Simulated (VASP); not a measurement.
# HW12C12F in VASP: single point with PBEsol

Aim: the single point of HW12C12F with PBEsol.

Program: VASP 6.6.1. These are calculated values, not measurements. Logs are shortened: lines on timing, memory, paths and dates and some standing lists are left out, and cuts for length are marked.

### 1 The cell of the first run

The cell holds a slab with vacuum, 26 atoms: a = 5.796 Å, b = 5.796 Å, c = 20.072 Å, α = 90.00°, β = 90.00°, γ = 120.00°.

### 2 Single point, PBEsol

INCAR

```
SYSTEM = HW12C12F
ALGO = Normal
EDIFF = 1E-7
ENCUT = 520
GGA = PS
ISIF = 2
ISMEAR = 0
LASPH = .TRUE.
LCHARG = .FALSE.
LREAL = Auto
LWAVE = .FALSE.
NBANDS = 131
NELM = 100
PREC = Accurate
SIGMA = 0.1
```

KPOINTS

```
k-points
0
G
  3 3 1
  0 0 0
```

POSCAR

```
HW12C12F
1.0
    5.7958000000      0.0000000000      0.0000000000
   -2.8979000000      5.0193100000      0.0000000000
    0.0000000000      0.0000000000     20.0722500000
W C F H
12 12 1 1
Direct
    0.0000000000      0.0000000000      0.0498200252
    0.0002702722      0.0001350783      0.1907014410
   -0.0038292101     -0.0019146058      0.3345523795
    0.0000000000      0.5000000000      0.0498200252
    0.0008492932      0.5004245603      0.1906307962
   -0.0045987093      0.4977006800      0.3343100549
    0.5000000000      0.0000000000      0.0498200252
    0.5000829790     -0.0001225268      0.1907562431
    0.4960268913      0.0001807021      0.3322851698
    0.5000000000      0.5000000000      0.0498200252
    0.5000828614      0.5002054067      0.1907562431
    0.4960269202      0.4958462418      0.3322851698
    0.3333333665      0.1666667331      0.1202879597
    0.3311832954      0.1655916849      0.2591183350
    0.3353605208      0.1676802190      0.3938098121
    0.3333333665      0.6666667331      0.1202879597
    0.3310995721      0.6655498465      0.2593800894
    0.3385115416      0.6692557344      0.3950833614
    0.8333333665      0.1666667331      0.1202879597
    0.8345540592      0.1677636966      0.2583208161
    0.8172806159      0.1597998530      0.3885628666
    0.8333333665      0.6666667331      0.1202879597
    0.8345541703      0.6667904553      0.2583208161
    0.8172806272      0.6574806099      0.3885628666
    0.3190263962      0.6595131602      0.4611184596
    0.3008541617      0.1504270507      0.4478114810
```

Potentials or basis: VASP PAW PBE potentials, release 64 (W_sv, C, F, H).

Launch:

```
$ cat potpaw_PBE.64/W_sv/POTCAR potpaw_PBE.64/C/POTCAR potpaw_PBE.64/F/POTCAR potpaw_PBE.64/H/POTCAR > POTCAR
$ mpirun -np 1 vasp_std > vasp.out
```

OUTCAR:

```text
SYSTEM = HW12C12F
   EDIFF = 1E-7
   ENCUT = 520
   GGA = PS
   ISIF = 2
   ISMEAR = 0
   LASPH = .TRUE.
   LREAL = Auto
   NELM = 100
   PREC = Accurate

 ion  position               nearest neighbor table
   1  0.000  0.000  0.050-  22 2.19  13 2.19  19 2.19   2 2.83  10 2.90   4 2.90   4 2.90  10 2.90
                             7 2.90   7 2.90
   2  0.000  0.000  0.191-  23 2.15  20 2.15  14 2.16  13 2.19  22 2.19  19 2.19   1 2.83   3 2.89
                            11 2.90   8 2.90   5 2.90   5 2.90   8 2.90  11 2.90
   3  0.996  0.998  0.335-  21 2.02  24 2.02  15 2.08  23 2.26  20 2.26  14 2.26   2 2.89   9 2.89
                            12 2.89   6 2.90   6 2.90  12 2.91   9 2.91
   4  0.000  0.500  0.050-  19 2.19  16 2.19  22 2.19   5 2.83   7 2.90   1 2.90   1 2.90   7 2.90
                            10 2.90  10 2.90
   5  0.001  0.500  0.191-  20 2.15  23 2.15  17 2.16  16 2.19  19 2.19  22 2.19   4 2.83   6 2.88
                            11 2.89   8 2.89   2 2.90   2 2.90   8 2.90  11 2.90
   6  0.995  0.498  0.334-  24 2.02  21 2.02  18 2.11  23 2.25  20 2.25  17 2.26   5 2.88  12 2.89
                             9 2.89   3 2.90   3 2.90   9 2.91  12 2.91
   7  0.500  0.000  0.050-  16 2.19  19 2.19  13 2.19   8 2.83  10 2.90   4 2.90  10 2.90   4 2.90
                             1 2.90   1 2.90
   8  0.500  1.000  0.191-  20 2.16  14 2.17  17 2.17  16 2.19  19 2.19  13 2.19   7 2.83   9 2.84
                             5 2.89  11 2.90   2 2.90   2 2.90  11 2.90   5 2.90
   9  0.496  0.000  0.332-  21 1.97  15 2.06  18 2.09  14 2.21  17 2.23  20 2.26   8 2.84  12 2.87
                             6 2.89   3 2.89   3 2.91   6 2.91  12 2.92
  10  0.500  0.500  0.050-  13 2.19  22 2.19  16 2.19  11 2.83   1 2.90   7 2.90   7 2.90   1 2.90
                             4 2.90   4 2.90
  11  0.500  0.500  0.191-  23 2.16  14 2.17  17 2.17  16 2.19  22 2.19  13 2.19  10 2.83  12 2.84
                             5 2.89   8 2.90   2 2.90   2 2.90   8 2.90   5 2.90
  12  0.496  0.496  0.332-  24 1.97  15 2.06  18 2.09  14 2.21  17 2.23  23 2.26  11 2.84   9 2.87
                             6 2.89   3 2.89   3 2.91   6 2.91   9 2.92
  13  0.333  0.167  0.120-   2 2.19  10 2.19   1 2.19   7 2.19  11 2.19   8 2.19
  14  0.331  0.166  0.259-   2 2.16  11 2.17   8 2.17  12 2.21   9 2.21   3 2.26
  15  0.335  0.168  0.394-  26 1.10   9 2.06  12 2.06   3 2.08
  16  0.333  0.667  0.120-   5 2.19   8 2.19  11 2.19   7 2.19   4 2.19  10 2.19
  17  0.331  0.666  0.259-   5 2.16   8 2.17  11 2.17   9 2.23  12 2.23   6 2.26
  18  0.339  0.669  0.395-  25 1.33  12 2.09   9 2.09   6 2.11
  19  0.833  0.167  0.120-   8 2.19   2 2.19   4 2.19   7 2.19   1 2.19   5 2.19
  20  0.835  0.168  0.258-   5 2.15   2 2.15   8 2.16   6 2.25   9 2.26   3 2.26
  21  0.817  0.160  0.389-   9 1.97   6 2.02   3 2.02
  22  0.833  0.667  0.120-  11 2.19   2 2.19   1 2.19  10 2.19   4 2.19   5 2.19
  23  0.835  0.667  0.258-   5 2.15   2 2.15  11 2.16   6 2.25  12 2.26   3 2.26
  24  0.817  0.657  0.389-  12 1.97   6 2.02   3 2.02
  25  0.319  0.660  0.461-  18 1.33
  26  0.301  0.150  0.448-  15 1.10

  LATTYP: Found a hexagonal cell.
 ALAT       =     5.7958000000
 C/A-ratio  =     3.4632406225

  Lattice vectors:

 A1 = (   5.7958000000,   0.0000000000,   0.0000000000)
 A2 = (  -2.8979000000,   5.0193100000,   0.0000000000)
 A3 = (   0.0000000000,   0.0000000000,  20.0722500000)

Analysis of symmetry for initial positions (statically):
=====================================================================
 Subroutine PRICEL returns:
 Original cell was already a primitive cell.

 Routine SETGRP: Setting up the symmetry group for a
 hexagonal supercell.

 Subroutine GETGRP returns: Found  2 space group operations
 (whereof  2 operations were pure point group operations)
 out of a pool of 24 trial point group operations.

The static configuration has the point symmetry C_1h.

Analysis of symmetry for dynamics (positions and initial velocities):
=====================================================================
 Subroutine PRICEL returns:
 Original cell was already a primitive cell.

 Routine SETGRP: Setting up the symmetry group for a
 hexagonal supercell.

 Subroutine GETGRP returns: Found  2 space group operations
 (whereof  2 operations were pure point group operations)
 out of a pool of 24 trial point group operations.

The dynamic configuration has the point symmetry C_1h.

 Subroutine INISYM returns: Found  2 space group operations
 (whereof  2 operations are pure point group operations),
 and found     1 'primitive' translations

----------------------------------------------------------------------------------------

                                     Primitive cell

  volume of cell :     583.9202

  direct lattice vectors                    reciprocal lattice vectors
[... 75 lines left out ...]
     0.057512912  0.033205095  0.000000000     0.333333333  0.000000000  0.000000000
     0.000000000  0.066410191  0.000000000     0.000000000  0.333333333  0.000000000
     0.000000000  0.000000000  0.049820025     0.000000000  0.000000000  1.000000000

  Length of vectors
     0.066410190  0.066410191  0.049820025

  Shift w.r.t. Gamma in fractional coordinates (k-lattice)
     0.000000000  0.000000000  0.000000000

 Subroutine IBZKPT returns following result:
 ===========================================

 Found      4 irreducible k-points:

 Following reciprocal coordinates:
            Coordinates               Weight
  0.000000  0.000000  0.000000      1.000000
  0.333333 -0.000000  0.000000      2.000000
  0.000000  0.333333  0.000000      4.000000
  0.333333  0.333333  0.000000      2.000000
   k-points           NKPTS =      4   k-points in BZ     NKDIM =      4   number of bands    NBANDS=    131
   number of dos      NEDOS =    301   number of ions     NIONS =     26
   total plane-waves  NPLWV = 345600
   dimension x,y,z NGX =    48 NGY =   48 NGZ =  150
   dimension x,y,z NGXF=    96 NGYF=   96 NGZF=  300
   ions per type =              12  12   1   1
   NGX,Y,Z   is equivalent  to a cutoff of  13.77, 13.77, 12.42 a.u.
   NGXF,Y,Z  is equivalent  to a cutoff of  27.54, 27.54, 24.85 a.u.
 SYSTEM =  HW12C12F
   PREC   = accura    normal or accurate (medium, high low for compatibility)
   ISTART =      0    job   : 0-new  1-cont  2-samecut
   ICHARG =      2    charge: 1-file 2-atom 10-const
   ISPIN  =      1    spin polarized calculation?
   LNONCOLLINEAR =      F non collinear calculations
   LSORBIT =      F    spin-orbit coupling
   LASPH  =      T    aspherical Exc in radial PAW
   ENCUT  =  520.0 eV  38.22 Ry    6.18 a.u.  10.78 10.78 37.32*2*pi/ulx,y,z
   NELM   =    100;   NELMIN=  2; NELMDL= -5     # of ELM steps
   EDIFF  = 0.1E-06   stopping-criterion for ELM
   LREAL  =      T    real-space projection
   EDIFFG = 0.1E-05   stopping-criterion for IOM
   NSW    =      0    number of steps for IOM
   IBRION =     -1    ionic relax: 0-MD 1-quasi-New 2-CG
   NFREE  =      0    steps in history (QN), initial steepest desc. (CG)
   ISIF   =      2    stress and relaxation
   ISYM   =      2    0-nonsym 1-usesym 2-fastsym
   POTIM  = 0.5000    time-step for ionic-motion
   TEBEG  =    0.0;   TEEND  =   0.0 temperature during run
   PSTRESS=    0.0 pullay stress
   NELECT =     224.0000    total number of electrons
   NUPDOWN=      -1.0000    fix difference up-down
   EMIN   =  10.00;   EMAX   =-10.00  energy-range for DOS
   EFERMI =   0.00;   METHOD = LEGACY
   ISMEAR =     0;   SIGMA  =   0.10  broadening in eV -4-tet -1-fermi 0-gaus
   EFERMI_NEDOS =   21; number of points for ismear=-14 and -15
   IALGO  =     38    algorithm
   IMIX   =      4    mixing-type and parameters
     AMIX     =   0.40;   BMIX     =  1.00
     AMIX_MAG =   1.60;   BMIX_MAG =  1.00
  volume/ion in A,a.u.               =      22.46       151.56
  Fermi-wavevector in a.u.,A,eV,Ry     =   1.189523  2.247873 19.251782  1.414966
  Thomas-Fermi vector in A             =   2.325629
   LORBIT       =      0    0 simple, 1 ext, 2 COOP (PROOUT), +10 PAW based schemes
   GGA     = PS    functional components
   LHFCALC =     F    Hartree Fock is set to
   AEXX    =    0.0000 exact exchange contribution
   IVDW    =     0    specifies the selected vdW correction
   LEPSILON=     F    determine dielectric tensor
   LRPA    =     F    only Hartree local field effects (RPA)
 non-spin polarized calculation
 Gauss-broadening in eV      SIGMA  =   0.10
  energy-cutoff  :      520.00
  volume of cell :      583.92
 maximum number of plane-waves:     15795
 NGX is ok and might be reduce to    48
   NGX = 21   NGY = 21   NGZ = 75

 number of electron     223.9999994 magnetization

 Free energy of the ion-electron system (eV)
  ---------------------------------------------------
  ext. energy  EPLUGINS =         0.00000000
  ---------------------------------------------------
  free energy    TOTEN  =      -277.88791141 eV

  energy without entropy =     -277.84297620  energy(sigma->0) =     -277.86544381

 E-fermi :   1.5782     XC(G=0):  -7.0970

 val. band max:        1.5675088534   @ k =   0.0000   0.0000   0.0000
 cond. band min:       1.5989861063   @ k =   0.0000   0.3333   0.0000
 fundamental gap:      0.0314772529
 Fermi energy:         1.5781861325

 k-point     1 :       0.0000    0.0000    0.0000
  band No.  band energies     occupation
      1     -72.2632      2.00000
      2     -72.2418      2.00000
      3     -72.2075      2.00000
      4     -72.2036      2.00000
      5     -72.1993      2.00000
      6     -72.1860      2.00000
[... 497 lines left out ...]
    123       3.7979      0.00000
    124       3.8121      0.00000
 [bands above 124 left out]

------------------------ aborting loop because EDIFF is reached ----------------------------------------

  FORCE on cell =-STRESS in cart. coord.  units (eV):
  Direction    XX          YY          ZZ          XY          YZ          ZX
  --------------------------------------------------------------------------------------
  -------------------------------------------------------------------------------------
  Total        0.6505069     -0.6985980     -3.7140598      1.1683590      0.0137691      0.0238479
  in kB        1.7848799     -1.9168337    -10.1907468      3.2057780      0.0377802      0.0654345
  external PRESSURE =      -3.4409002 kB  Pullay stress =       0.0000000 kB

 VOLUME and BASIS-vectors are now :
 -----------------------------------------------------------------------------
  energy-cutoff  :      520.00
  volume of cell :      583.92
      direct lattice vectors                 reciprocal lattice vectors
     5.795800000  0.000000000  0.000000000     0.172538735  0.099615286  0.000000000
    -2.897900000  5.019310000  0.000000000     0.000000000  0.199230572  0.000000000
     0.000000000  0.000000000 20.072250000     0.000000000  0.000000000  0.049820025

 POSITION                                       TOTAL-FORCE (eV/Angst)
 -----------------------------------------------------------------------------------
      0.00000      0.00000      1.00000        -0.010865     -0.006273      1.022162
      0.00118      0.00068      3.82781        -0.003555     -0.002053      0.000462
      2.88126      5.00970      6.71522         0.011543      0.006665     -0.027814
     -1.44895      2.50965      1.00000         0.007385      0.004263      0.969750
     -1.44526      2.51179      3.82639        -0.009985     -0.005765     -0.002864
      4.32686      2.49811      6.71035         0.023953      0.013829     -0.020077
[... 18 lines left out ...]
     -0.06219      3.31030      9.25569        -0.027759     -0.016027      0.455557
      1.30777      0.75504      8.98858         0.004164      0.002404      0.017260
 -----------------------------------------------------------------------------------
    total drift:                                0.009996      0.006964      0.007323

  FREE ENERGIE OF THE ION-ELECTRON SYSTEM (eV)
  ---------------------------------------------------
  free  energy   TOTEN  =      -277.8879114099 eV

  energy  without entropy=     -277.8429762037  energy(sigma->0) =     -277.86544381
```

Run time: 22 min. Hardware: 1 thread of Intel Xeon Platinum 8259CL at 2.50GHz (Skylake/Cascade Lake), shared host; peak memory 0.82 GiB.

Results:

```yaml
Free_energy: -277.8879 eV
Largest_force: 1.096 eV/Å
Band_gap_on_the_k_mesh: zero (bands 112 and 113 overlap by 0.93 eV)
```

Forces in eV/Å, atoms in the order of the input:
```
W   -0.011 -0.006  1.022
W   -0.004 -0.002  0.000
W    0.012  0.007 -0.028
W    0.007  0.004  0.970
W   -0.010 -0.006 -0.003
W    0.024  0.014 -0.020
W   -0.004 -0.016  1.017
W    0.002  0.000 -0.010
W   -0.022 -0.004 -0.013
W   -0.016  0.005  1.017
W    0.002  0.002 -0.010
W   -0.015 -0.017 -0.013
C   -0.006 -0.003 -1.048
C    0.000  0.000  0.007
C   -0.006 -0.004  0.066
C   -0.004 -0.003 -1.075
C    0.003  0.002  0.008
C    0.031  0.018 -0.376
C    0.018  0.006 -1.095
C   -0.003  0.000  0.001
C    0.008  0.002  0.102
C    0.015  0.013 -1.095
C   -0.001 -0.003  0.001
C    0.006  0.006  0.102
F   -0.028 -0.016  0.456
H    0.004  0.002  0.017
```

Levels at points of the mesh, in eV from the Fermi level:
| k point | band 110 | band 111 | band 112 | band 113 | band 114 | band 115 |
| --- | --- | --- | --- | --- | --- | --- |
| (0.00, 0.00, 0.00) | 0.08 | 0.61 | 0.71 | 0.72 | 0.74 | 1.14 |

Caveat: the k points lie up to 0.42 Å⁻¹ apart, too coarse for converged energies and pressures of a metal; there is no dipole correction, which matters where the two faces differ; the PAW data sets were made with another functional, which shifts forces and pressure a little; spin-orbit coupling is left out, which moves the levels of the heavy elements.

The gap in the log of VASP goes by the Fermi energy; the results here count the filled bands.